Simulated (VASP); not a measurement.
Wanted: the native input for a VASP 6.6.1 run.

* Task: single point
* Functional: PBE
* Dispersion: D3(BJ)
* Potentials or basis: VASP PAW PBE potentials, release 64 (P, C, O)
* Cutoff: 520 eV
* k mesh: 6 × 6 × 6
* Occupations: gaussian, width 0.1 eV
* Spin: collinear spin, ferromagnetic start
* Starting moments: [0.0, 0.0, 1.0, 1.0, 1.0, 1.0] μB
* Dipole correction: no
* Further INCAR settings: ALGO = Normal; EDIFF = 1e-06; NBANDS = 29

The structure of P2CO3 lies in POSCAR:

```
P2CO3
1.0
    5.2327146860      0.0000000000      0.0000000000
   -2.6163573430      4.5316638489      0.0000000000
    0.0000000000      0.0000000000      2.7521888369
P C O
2 1 3
Direct
    0.3333333333      0.6666666667      0.0000000000
    0.6666666667      0.3333333333      0.0000000000
    0.0000000000      0.0000000000      0.0000000000
    0.5000000000      0.0000000000      0.5000000000
    0.5000000000      0.5000000000      0.5000000000
    0.0000000000      0.5000000000      0.5000000000
```

The cell was built from a structure type or drawn by symmetry, and may not be a known phase.

The input as run:

INCAR

```
PREC = Accurate ; ENCUT = 520
EDIFF = 1E-6 ; ISMEAR = 0
SIGMA = 0.1 ; LREAL = F
LASPH = T ; NELM = 150
ALGO = Normal ; ISIF = 2
LWAVE = F ; LCHARG = T
ISPIN = 2 ; MAGMOM = 0 0 1 1 1 1
LORBIT = 11 ; GGA = PE
IVDW = 12 ; LELF = T
LVHAR = T ; NBANDS = 29
```

KPOINTS

```
Automatic mesh
0
Gamma
  6 6 6
```

Potentials or basis: VASP PAW PBE potentials, release 64 (P, C, O).

Run with:

```bash
$ cat potpaw_PBE.64/P/POTCAR potpaw_PBE.64/C/POTCAR potpaw_PBE.64/O/POTCAR > POTCAR
$ mpirun -np 1 vasp_std > vasp.out
```

It gave:

| Item | Value |
| --- | --- |
| Pressure | -0.2 GPa |
| Band gap on the k mesh | zero (filled and empty bands overlap) |
| Net moment | 2.02 μB per cell |
| Site moments | P -0.01; C +0.92; O +0.05 μB |
| Valence electrons inside the program's atomic spheres | P 2.14; C 2.02; O 4.95 |
| Dispersion energy per atom | -0.221 eV |

Caveat: the k points lie up to 0.38 Å⁻¹ apart, too coarse for converged energies and pressures of a metal.

Wall time 46 s on 1 thread of Intel(R) Xeon(R) 6975P-C (Granite Rapids), on a shared host, peak memory 0.24 GiB.
